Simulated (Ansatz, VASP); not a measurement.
**Two plane-wave programs on Ni**

```
CELL_PARAMETERS angstrom
2.41926 0.00000 0.00000
-1.20963 2.09514 0.00000
0.00000 0.00000 7.92109
ATOMIC_POSITIONS crystal
Ni 0.00000 0.00000 0.00000
Ni 0.00000 0.00000 0.50000
Ni 0.33333 0.66667 0.25000
Ni 0.66667 0.33333 0.75000
```

Alike in both runs: task single point; functional PBE; k mesh 19 × 19 × 5; occupations fermi-dirac, width 0.05 eV; collinear spin.

|  | VASP | Ansatz |
| --- | --- | --- |
| version | VASP 6.6.1 | Ansatz 0.2.0 |
| potentials or method | VASP PAW PBE potentials, release 64 (Ni), cutoff 520 eV | plane waves (420 eV) with PAW, scalar-relativistic |
| valence electrons in the cell | 40 | 72 |

```csv
,VASP,Ansatz,Ansatz less VASP
pressure (GPa),19.7,20.1,+0.40
"traceless stress, the component that is largest in VASP (GPa)",0.25,0.20,-0.045
net moment per atom (μB),0.60,0.61,+0.015
size of the moment on the site where the two differ most (μB),0.61,0.66,+0.046
```

Site moments also hang on the region over which each program counts them. VASP's potentials hold 40 valence electrons a cell and Ansatz's 72, so a difference there can come from the potentials and not from the codes.
